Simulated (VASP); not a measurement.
The system is MgZn4Te.

```
Mg Zn Te
1.0
     3.23809    0.00000    0.00000
    -1.61905    2.80427    0.00000
     0.00000    0.00000   12.24826
Mg Zn Te
1 4 1
Direct
  0.00000 0.00000 0.00000
  0.66667 0.33333 0.87191
  0.66667 0.33333 0.37710
  0.33333 0.66667 0.62290
  0.33333 0.66667 0.12809
  0.00000 0.00000 0.50000
```

The cell was built from a structure type or drawn by symmetry, and may not be a known phase.

* Program: VASP 6.6.1
* Task: relaxation of cell and atoms
* Functional: PBE
* Potentials or basis: VASP PAW PBE potentials, release 64 (Mg, Zn, Te)
* Cutoff: 600 eV
* k mesh: 6 × 6 × 2
* Occupations: gaussian, width 0.1 eV
* Spin: no spin polarisation

At the start: pressure 28.1 GPa; volume 18.54 Å³/atom.

Q: Where does the relaxation end?

A: Over 15 steps the energy falls by 927.9 meV/atom and the volume is 21.04 Å³/atom (+13.5 %); space group P-3m1 (No. 164, to 0.1 Å) before and after.

The path:
```tsv
step	energy change (eV)	largest force (eV/Å)	pressure (GPa)	volume (Å³)
1	0.0000	5.7152	28.12	111.22
2	-3.6508	0.4589	-4.53	172.23
3	-3.9202	0.9014	-1.28	152.47
4	-3.9214	0.8756	-1.52	153.39
5	-4.1085	0.9333	-1.51	149.58
6	-4.6771	1.0115	-0.86	138.34
7	-5.3104	0.9121	4.72	116.76
8	-5.4273	0.5225	3.96	117.71
9	-5.4813	0.1622	3.30	119.05
10	-5.5368	0.0652	1.77	122.14
11	-5.5632	0.0487	0.12	126.12
12	-5.5633	0.0502	-0.08	126.58
13	-5.5633	0.0498	-0.05	126.43
14	-5.5650	0.0368	-0.03	126.38
15	-5.5677	0.0343	-0.02	126.25
```

Final structure:
```yaml
crystal:
  lattice:
    - [3.60177, 0.00000, 0.00000]
    - [-1.80089, 3.11923, 0.00000]
    - [0.00000, 0.00000, 11.23730]
  atoms:
    - { symbol: Mg, position: [0.00000, 0.00000, 0.00000] }
    - { symbol: Zn, position: [0.66667, 0.33333, 0.82138] }
    - { symbol: Zn, position: [0.66667, 0.33333, 0.32361] }
    - { symbol: Zn, position: [0.33333, 0.66667, 0.67639] }
    - { symbol: Zn, position: [0.33333, 0.66667, 0.17862] }
    - { symbol: Te, position: [0.00000, 0.00000, 0.50000] }
```

Caveat: the k points lie up to 0.34 Å⁻¹ apart in the final cell, too coarse for converged energies and pressures of a metal.
